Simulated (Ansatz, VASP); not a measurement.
CdF2 in VASP and in Ansatz

INCAR

```
PREC     = Accurate       # precision mode
ENCUT    = 700            # plane-wave cutoff, eV
EDIFF    = 1E-6           # SCF threshold, eV
ISMEAR   = 0              # smearing method
SIGMA    = 0.02           # smearing width, eV
LREAL    = False          # projectors in reciprocal space
LASPH    = True           # aspherical terms in the spheres
NELM     = 120            # most SCF steps
ALGO     = Normal         # electronic algorithm
ISIF     = 2              # what is computed and relaxed
LWAVE    = False          # write WAVECAR
LCHARG   = True           # write CHGCAR
GGA      = PS             # functional
LELF     = True           # ELF
LVHAR    = True         
NBANDS   = 24             # bands
GGA_COMPAT= False
```

The input KPOINTS:

```
Automatic mesh
0
Gamma
  8 8 8
```

Contents of POSCAR:

```
CdF2
1.0
    0.0000000000      2.5922745600      2.5922745600
    2.5922745600      0.0000000000      2.5922745600
    2.5922745600      2.5922745600      0.0000000000
Cd F
1 2
Direct
    0.0000000000      0.0000000000      0.0000000000
    0.2500000000      0.2500000000      0.2500000000
    0.7500000000      0.7500000000      0.7500000000
```

Input for Ansatz:

```yaml
crystal:
  lattice:
    - [0.0, 2.59227456, 2.59227456]
    - [2.59227456, 0.0, 2.59227456]
    - [2.59227456, 2.59227456, 0.0]
  atoms:
    - { symbol: Cd, position: [0.0, 0.0, 0.0] }
    - { symbol: F, position: [0.25, 0.25, 0.25] }
    - { symbol: F, position: [0.75, 0.75, 0.75] }
basis:
  ecutwfc: 420
kpoints:
  mp_grid: { grid: [8, 8, 8] }
hamiltonian:
  xc: pbesol
scf:
  occupations: { method: gaussian, width: 0.02 }
output:
  forces: true
  stress: true
  eigenvalues: true
```

Alike in both runs: task single point; functional PBEsol; k mesh 8 × 8 × 8; occupations gaussian, width 0.02 eV; no spin polarisation.

|  | VASP | Ansatz |
| --- | --- | --- |
| version | VASP 6.6.1 | Ansatz 0.2.0 |
| potentials or method | VASP PAW PBE potentials, release 64 (Cd_sv_GW, F), cutoff 700 eV | scalar-relativistic, plane waves, PAW |
| valence electrons in the cell | 34 | 34 |

Ansatz gave:

| Quantity | Value |
| --- | --- |
| gap on the k mesh at the Fermi level (eV) | 3.34 |
| least direct gap on the mesh (eV) | 3.66 |
| pressure (GPa) | 16.1 |

**Question.** Which values does VASP return?

**Answer.** gap on the k mesh at the Fermi level (eV): 3.33; least direct gap on the mesh (eV): 3.64; pressure (GPa): 15.8.

VASP's potentials were made for PBE, not for PBEsol.
